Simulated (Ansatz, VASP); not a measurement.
CuI in VASP and in Ansatz

```
CELL_PARAMETERS angstrom
3.58665 0.00000 0.00000
0.00000 3.58665 0.00000
0.00000 0.00000 3.58665
ATOMIC_POSITIONS crystal
Cu 0.00000 0.00000 0.00000
I 0.50000 0.50000 0.50000
```

Alike in both runs: task single point; functional r2SCAN; k mesh 6 × 6 × 6; occupations fermi-dirac, width 0.02 eV; no spin polarisation.

|  | VASP | Ansatz |
| --- | --- | --- |
| version | VASP 6.6.1 | Ansatz 0.2.0 |
| potentials or method | VASP PAW PBE potentials, release 64 (Cu, I) | plane waves, PAW |
| plane-wave cutoff (eV) | 520 | 500 |
| valence electrons in the cell | 18 | 36 |

```tsv
	VASP	Ansatz	Ansatz less VASP
pressure (GPa)	2.3	2.4	+0.05
```

VASP's potentials were made for PBE, not for r2SCAN. VASP's potentials hold 18 valence electrons a cell and Ansatz's 36, so a difference there can come from the potentials and not from the codes.

Spin-orbit coupling is off throughout.
